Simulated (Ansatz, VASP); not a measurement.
## Two plane-wave programs on LuScAs2

The input POSCAR:

```
LuScAs2
1.0
    1.9726542487      1.1389124615      6.4335176529
   -1.9726542487      1.1389124615      6.4335176529
    0.0000000000     -2.2778249230      6.4335176529
Sc Lu As
1 1 2
Direct
    1.0000000000      0.0000000000      0.0000000000
    0.5000000000      0.5000000000      0.5000000000
    0.2528735518      0.2528735518      0.2528735518
    0.7471264482      0.7471264482      0.7471264482
```

Contents of INCAR.step1:

```
SYSTEM = LuScAs2
PREC     = Accurate       ! precision mode
ENCUT    = 520            ! plane-wave cutoff, eV
ISMEAR   = -1             ! smearing method
SIGMA    = 0.02           ! smearing width, eV
LREAL    = .False.        ! projectors in reciprocal space
LASPH    = .True.         ! aspherical terms in the spheres
NELM     = 80             ! most SCF steps
NBANDS   = 31             ! bands
GGA      = PE             ! functional
ALGO     = Normal         ! electronic algorithm
EDIFF    = 1E-4           ! SCF threshold, eV
LWAVE    = .True.         ! write WAVECAR
LCHARG   = .False.        ! write CHGCAR
```

The input INCAR.step2:

```
SYSTEM = LuScAs2
PREC     = Accurate       ! precision mode
ENCUT    = 520            ! plane-wave cutoff, eV
EDIFF    = 1E-6           ! SCF threshold, eV
ISMEAR   = -1             ! smearing method
SIGMA    = 0.02           ! smearing width, eV
LREAL    = .False.        ! projectors in reciprocal space
LASPH    = .True.         ! aspherical terms in the spheres
NELM     = 80             ! most SCF steps
ALGO     = Normal         ! electronic algorithm
ISIF     = 2              ! what is computed and relaxed
LWAVE    = .False.        ! write WAVECAR
LCHARG   = .True.         ! write CHGCAR
METAGGA  = R2SCAN         ! meta-GGA
LMIXTAU  = .True.       
LELF     = .True.         ! ELF
LVHAR    = .True.       
NBANDS   = 31             ! bands
ISTART   = 1
```

File KPOINTS:

```
Automatic mesh
0
Gamma
  6 6 6
  0 0 0
```

Input for Ansatz:

```yaml
crystal:
  lattice:
    - [1.9726542487, 1.1389124615, 6.4335176529]
    - [-1.9726542487, 1.1389124615, 6.4335176529]
    - [0.0, -2.277824923, 6.4335176529]
  atoms:
    - { symbol: Sc, position: [1.0, 0.0, 0.0] }
    - { symbol: Lu, position: [0.5, 0.5, 0.5] }
    - { symbol: As, position: [0.2528735518, 0.2528735518, 0.2528735518] }
    - { symbol: As, position: [0.7471264482, 0.7471264482, 0.7471264482] }
kpoints:
  mp_grid: { grid: [6, 6, 6] }
hamiltonian:
  xc: r2scan
scf:
  occupations: { method: fermi_dirac, width: 0.02 }
  n_extra_bands: 24
output:
  forces: true
  stress: true
  eigenvalues: true
```

Alike in both runs: task single point; functional r2SCAN; k mesh 6 × 6 × 6; occupations fermi-dirac, width 0.02 eV; no spin polarisation.

```csv
,VASP,Ansatz
version,VASP 6.6.1,Ansatz 0.2.0
potentials or method,"VASP PAW PBE potentials, release 64 (Sc_sv, Lu, As)",plane waves
plane-wave cutoff (eV),520,500
valence electrons in the cell,46,66
```

```tsv
	VASP	Ansatz	Ansatz less VASP
pressure (GPa)	0.4	-0.1	-0.41
traceless stress, the component that is largest in VASP (GPa)	0.04	0.07	+0.033
rms of the force components (eV/Å)	0.007	0.002	-0.0047
```

VASP's potentials were made for PBE, not for r2SCAN. Atom by atom the forces differ by 0.005 eV/Å (rms over components). The functional is the same, so the differences come from potentials, cutoffs and numerics. VASP's potentials hold 46 valence electrons a cell and Ansatz's 66, so a difference there can come from the potentials and not from the codes.

Neither program's run includes spin-orbit coupling.
